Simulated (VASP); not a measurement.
# BaO (Fm-3m) in VASP: notebook

The runs below take BaO through single point, with HSE06, PBE0.

Program: VASP 6.6.1. These are calculated values, not measurements. Logs are shortened: lines on timing, memory, paths and dates and some standing lists are left out, and cuts for length are marked.

### 1 The cell of the first run

The structure is cubic, space group Fm-3m (No. 225). Conventional cell: a = 5.544 Å, b = 5.544 Å, c = 5.544 Å, α = 90.00°, β = 90.00°, γ = 90.00°. Within 3.7 Å of Ba (site symmetry m-3m) lie 6 O at 2.77 Å. Within 3.7 Å of O (site symmetry m-3m) lie 6 Ba at 2.77 Å.

### 2 Single point, HSE06

POSCAR reads:

```
BaO
1.0
    0.0000000000      2.7719426821      2.7719426821
    2.7719426821      0.0000000000      2.7719426821
    2.7719426821      2.7719426821      0.0000000000
Ba O
1 1
Direct
    0.0000000000      0.0000000000      0.0000000000
    0.5000000000      0.5000000000      0.5000000000
```

INCAR.step1 reads:

```
PREC = Accurate
ENCUT = 520
EDIFF = 1E-5
ISMEAR = 0
SIGMA = 0.01
LREAL = F
LASPH = T
NELM = 120
ALGO = Normal
ISIF = 2
LWAVE = T
LCHARG = F
GGA = PE
NBANDS = 15
GGA_COMPAT = F
```

INCAR.step2 reads:

```
PREC = Accurate
ENCUT = 520
EDIFF = 1E-6
ISMEAR = 0
SIGMA = 0.01
LREAL = F
LASPH = T
NELM = 120
ALGO = Normal
ISIF = 2
LWAVE = F
LCHARG = F
GGA = PE
LHFCALC = T
HFSCREEN = 0.2079
PRECFOCK = Normal
ISTART = 1
NBANDS = 15
GGA_COMPAT = F
```

KPOINTS reads:

```
regular mesh
0
Gamma
  6 6 6
```

Potentials or basis: VASP PAW PBE potentials, release 64 (Ba_sv, O).

Started as:

```console
$ cat potpaw_PBE.64/Ba_sv/POTCAR potpaw_PBE.64/O/POTCAR > POTCAR
$ cp INCAR.step1 INCAR
$ mpirun -np 1 vasp_std > vasp.out
$ cp INCAR.step2 INCAR
$ mpirun -np 1 vasp_std > vasp.out
```

OUTCAR:

```text
PREC = Accurate
   ENCUT = 520
   EDIFF = 1E-6
   ISMEAR = 0
   LREAL = F
   LASPH = T
   NELM = 120
   ISIF = 2
   GGA = PE
   LHFCALC = T
   HFSCREEN = 0.2079
   PRECFOCK = Normal
   ISTART = 1

 ion  position               nearest neighbor table
   1  0.000  0.000  0.000-   2 2.77   2 2.77   2 2.77   2 2.77   2 2.77   2 2.77
   2  0.500  0.500  0.500-   1 2.77   1 2.77   1 2.77   1 2.77   1 2.77   1 2.77

  LATTYP: Found a face centered cubic cell.
 ALAT       =     5.5438853642

  Lattice vectors:

 A1 = (   0.0000000000,   2.7719426821,   2.7719426821)
 A2 = (   2.7719426821,   0.0000000000,   2.7719426821)
 A3 = (   2.7719426821,   2.7719426821,   0.0000000000)

Analysis of symmetry for initial positions (statically):
=====================================================================
 Subroutine PRICEL returns:
 Original cell was already a primitive cell.

 Routine SETGRP: Setting up the symmetry group for a
 face centered cubic supercell.

 Subroutine GETGRP returns: Found 48 space group operations
 (whereof 48 operations were pure point group operations)
 out of a pool of 48 trial point group operations.

The static configuration has the point symmetry O_h .

Analysis of symmetry for dynamics (positions and initial velocities):
=====================================================================
 Subroutine PRICEL returns:
 Original cell was already a primitive cell.

 Routine SETGRP: Setting up the symmetry group for a
 face centered cubic supercell.

 Subroutine GETGRP returns: Found 48 space group operations
 (whereof 48 operations were pure point group operations)
 out of a pool of 48 trial point group operations.

The dynamic configuration has the point symmetry O_h .

 Subroutine INISYM returns: Found 48 space group operations
 (whereof 48 operations are pure point group operations),
 and found     1 'primitive' translations

----------------------------------------------------------------------------------------

                                     Primitive cell

  volume of cell :      42.5974

  direct lattice vectors                    reciprocal lattice vectors
     0.000000000  2.771942682  2.771942682    -0.180378910  0.180378910  0.180378910
     2.771942682  0.000000000  2.771942682     0.180378910 -0.180378910  0.180378910
     2.771942682  2.771942682  0.000000000     0.180378910  0.180378910 -0.180378910

  length of vectors
     3.920118935  3.920118935  3.920118935     0.312425437  0.312425437  0.312425437

  position of ions in fractional coordinates (direct lattice)
     0.000000000  0.000000000  0.000000000
     0.500000000  0.500000000  0.500000000

  ion indices of the primitive-cell ions
   primitive index   ion index
                 1           1
                 2           2

----------------------------------------------------------------------------------------

 KPOINTS: regular mesh

Automatic generation of k-mesh.
 Grid dimensions read from file:
 generate k-points for:    6    6    6

 Generating k-lattice:

  Cartesian coordinates                     Fractional coordinates (reciprocal lattice)
    -0.030063152  0.030063152  0.030063152     0.166666667  0.000000000  0.000000000
     0.030063152 -0.030063152  0.030063152     0.000000000  0.166666667  0.000000000
     0.030063152  0.030063152 -0.030063152     0.000000000  0.000000000  0.166666667

  Length of vectors
     0.052070906  0.052070906  0.052070906

  Shift w.r.t. Gamma in fractional coordinates (k-lattice)
     0.000000000  0.000000000  0.000000000

 Subroutine IBZKPT returns following result:
 ===========================================

 Found     16 irreducible k-points:

 Following reciprocal coordinates:
            Coordinates               Weight
  0.000000  0.000000  0.000000      1.000000
  0.166667  0.000000  0.000000      8.000000
  0.333333  0.000000  0.000000      8.000000
  0.500000  0.000000  0.000000      4.000000
  0.166667  0.166667  0.000000      6.000000
  0.333333  0.166667  0.000000     24.000000
[... 8 lines left out ...]
 -0.333333  0.333333  0.166667     24.000000
 -0.333333  0.500000  0.166667     12.000000
   k-points           NKPTS =     16   k-points in BZ     NKDIM =    216   number of bands    NBANDS=     15
   number of dos      NEDOS =    301   number of ions     NIONS =      2
   total plane-waves  NPLWV =  27000
   dimension x,y,z NGX =    30 NGY =   30 NGZ =   30
   dimension x,y,z NGXF=    60 NGYF=   60 NGZF=   60
   ions per type =               1   1
   NGX,Y,Z   is equivalent  to a cutoff of  12.72, 12.72, 12.72 a.u.
   NGXF,Y,Z  is equivalent  to a cutoff of  25.45, 25.45, 25.45 a.u.
 SYSTEM =  unknown system
   PREC   = accura    normal or accurate (medium, high low for compatibility)
   ISTART =      1    job   : 0-new  1-cont  2-samecut
   ICHARG =      0    charge: 1-file 2-atom 10-const
   ISPIN  =      1    spin polarized calculation?
   LNONCOLLINEAR =      F non collinear calculations
   LSORBIT =      F    spin-orbit coupling
   LASPH  =      T    aspherical Exc in radial PAW
   ENCUT  =  520.0 eV  38.22 Ry    6.18 a.u.   7.29  7.29  7.29*2*pi/ulx,y,z
   NELM   =    120;   NELMIN=  2; NELMDL=  0     # of ELM steps
   EDIFF  = 0.1E-05   stopping-criterion for ELM
   LREAL  =      F    real-space projection
   EDIFFG = 0.1E-04   stopping-criterion for IOM
   NSW    =      0    number of steps for IOM
   IBRION =     -1    ionic relax: 0-MD 1-quasi-New 2-CG
   NFREE  =      0    steps in history (QN), initial steepest desc. (CG)
   ISIF   =      2    stress and relaxation
   ISYM   =      3    0-nonsym 1-usesym 2-fastsym
   POTIM  = 0.5000    time-step for ionic-motion
   TEBEG  =    0.0;   TEEND  =   0.0 temperature during run
   PSTRESS=    0.0 pullay stress
   NELECT =      16.0000    total number of electrons
   NUPDOWN=      -1.0000    fix difference up-down
   EMIN   =  10.00;   EMAX   =-10.00  energy-range for DOS
   EFERMI =   0.00;   METHOD = LEGACY
   ISMEAR =     0;   SIGMA  =   0.01  broadening in eV -4-tet -1-fermi 0-gaus
   EFERMI_NEDOS =   21; number of points for ismear=-14 and -15
   IALGO  =     38    algorithm
   IMIX   =      1    mixing-type and parameters
     AMIX     =   0.40;   BMIX     =  1.00
     AMIX_MAG =   1.60;   BMIX_MAG =  1.00
  volume/ion in A,a.u.               =      21.30       143.73
  Fermi-wavevector in a.u.,A,eV,Ry     =   1.181192  2.232130 18.983054  1.395215
  Thomas-Fermi vector in A             =   2.317470
   LORBIT       =      0    0 simple, 1 ext, 2 COOP (PROOUT), +10 PAW based schemes
   GGA     = PE    functional components
   LHFCALC =     T    Hartree Fock is set to
   PRECFOCK=normal    Normal, Fast or Accurate (Low or Medium for compatibility)
   ENCUT4O =  -1.0   cutoff for four orbital integrals eV
   NKREDX  =     1    reduce k-point grid by
   NKREDY  =     1    reduce k-point grid by
   NKREDZ  =     1    reduce k-point grid by
   AEXX    =    0.2500 exact exchange contribution
   HFSCREEN=    0.2079 screening length (either q_TF or 0.3 A-1)
   HFSCREENC=   0.2079 screening length for correlation (either q_TF or 0.3 A-1)
   ENCUTFOCK=  -1.0 apply spherical cutoff to Coloumb kernel
   IVDW    =     0    specifies the selected vdW correction
   LEPSILON=     F    determine dielectric tensor
   LRPA    =     F    only Hartree local field effects (RPA)
 non-spin polarized calculation
 Gauss-broadening in eV      SIGMA  =   0.01
  energy-cutoff  :      520.00
  volume of cell :       42.60
 maximum number of plane-waves:      1167
 NGX is ok and might be reduce to    30
  NGX = 24; NGY = 24; NGZ = 24

 number of electron      15.9999999 magnetization

 Free energy of the ion-electron system (eV)
  ---------------------------------------------------
  ext. energy  EPLUGINS =         0.00000000
  ---------------------------------------------------
  free energy    TOTEN  =       -13.86026423 eV

  energy without entropy =      -13.86026423  energy(sigma->0) =      -13.86026423

 E-fermi :   1.0509     XC(G=0):  -7.9447

 val. band max:        0.9094655333   @ k =   0.5000   0.5000   0.0000
 cond. band min:       4.1648920750   @ k =   0.5000   0.5000   0.0000
 fundamental gap:      3.2554265417
 Fermi energy:         1.0508855814

 k-point     1 :       0.0000    0.0000    0.0000
  band No.  band energies     occupation
      1     -26.5006      2.00000
      2     -15.6004      2.00000
      3      -9.9187      2.00000
      4      -9.9187      2.00000
      5      -9.9187      2.00000
      6       0.5211      2.00000
      7       0.5211      2.00000
      8       0.5211      2.00000
      9       5.7704      0.00000
     10       7.0163      0.00000
     11       7.0163      0.00000
     12       7.0163      0.00000
     13       9.3505      0.00000
     14       9.3505      0.00000
     15      12.2939      0.00000

 k-point     2 :       0.1667    0.0000    0.0000
  band No.  band energies     occupation
      1     -26.4319      2.00000
      2     -15.7736      2.00000
      3      -9.9928      2.00000
      4      -9.9475      2.00000
      5      -9.9475      2.00000
      6      -0.0104      2.00000
      7       0.1786      2.00000
      8       0.1786      2.00000
      9       6.6817      0.00000
     10       7.0228      0.00000
     11       7.5469      0.00000
     12       7.5469      0.00000
     13      10.0771      0.00000
     14      10.0771      0.00000
     15      13.9568      0.00000
[... 221 lines left out ...]
      3     -10.8283      2.00000
      4     -10.8222      2.00000
      5     -10.0211      2.00000
      6      -0.6164      2.00000
      7       0.3169      2.00000
      8       0.3428      2.00000
      9       7.0606      0.00000
     10       7.3155      0.00000
     11       9.8012      0.00000
     12      11.0868      0.00000
     13      12.5627      0.00000
     14      14.4220      0.00000
     15      15.0624      0.00000

 k-point    16 :      -0.3333    0.5000    0.1667
  band No.  band energies     occupation
      1     -26.1369      2.00000
      2     -15.9334      2.00000
      3     -11.2838      2.00000
      4     -10.8060      2.00000
      5     -10.1407      2.00000
      6      -0.2298      2.00000
      7       0.6662      2.00000
      8       0.7862      2.00000
      9       5.5076      0.00000
     10       8.5799      0.00000
     11       9.0902      0.00000
     12      12.1328      0.00000
     13      12.3460      0.00000
     14      14.6390      0.00000
     15      14.9260      0.00000

------------------------ aborting loop because EDIFF is reached ----------------------------------------

  FORCE on cell =-STRESS in cart. coord.  units (eV):
  Direction    XX          YY          ZZ          XY          YZ          ZX
  --------------------------------------------------------------------------------------
  -------------------------------------------------------------------------------------
  Total        0.2897179      0.2897179      0.2897179     -0.0000000      0.0000000     -0.0000000
  in kB       10.8969037     10.8969037     10.8969037     -0.0000000      0.0000000     -0.0000000
  external PRESSURE =      10.8969037 kB  Pullay stress =       0.0000000 kB

 VOLUME and BASIS-vectors are now :
 -----------------------------------------------------------------------------
  energy-cutoff  :      520.00
  volume of cell :       42.60
      direct lattice vectors                 reciprocal lattice vectors
     0.000000000  2.771942682  2.771942682    -0.180378910  0.180378910  0.180378910
     2.771942682  0.000000000  2.771942682     0.180378910 -0.180378910  0.180378910
     2.771942682  2.771942682  0.000000000     0.180378910  0.180378910 -0.180378910

 POSITION                                       TOTAL-FORCE (eV/Angst)
 -----------------------------------------------------------------------------------
      0.00000      0.00000      0.00000         0.000000     -0.000000     -0.000000
      2.77194      2.77194      2.77194        -0.000000      0.000000      0.000000
 -----------------------------------------------------------------------------------
    total drift:                               -0.000000     -0.000000     -0.000000

  FREE ENERGIE OF THE ION-ELECTRON SYSTEM (eV)
  ---------------------------------------------------
  free  energy   TOTEN  =       -13.8602642316 eV

  energy  without entropy=      -13.8602642316  energy(sigma->0) =      -13.86026423
```

Wall time 14 min (1 thread of Intel Xeon 6975P-C (Granite Rapids), shared host); peak memory 0.29 GiB.

Results:

```
Free energy            : -13.8603 eV
Pressure               : 1.1 GPa
Band gap on the k mesh : 3.26 eV
```

Levels at points of the mesh, in eV from the valence-band top:
```
           k point  band 6  band 7  band 8  band 9  band 10  band 11
(0.00, 0.00, 0.00)   -0.39   -0.39   -0.39    4.86     6.11     6.11
(0.50, 0.00, 0.00)   -2.08   -1.58   -1.58    6.36     8.74     8.74
(0.50, 0.50, 0.00)   -0.18   -0.18    0.00    3.26     7.46    10.49
```

Caveat: the PAW data sets were made with another functional, which shifts forces and pressure a little; spin-orbit coupling is left out, which moves the levels of the heavy elements. A k mesh can miss the band edges.

[end of part 1 of 2]
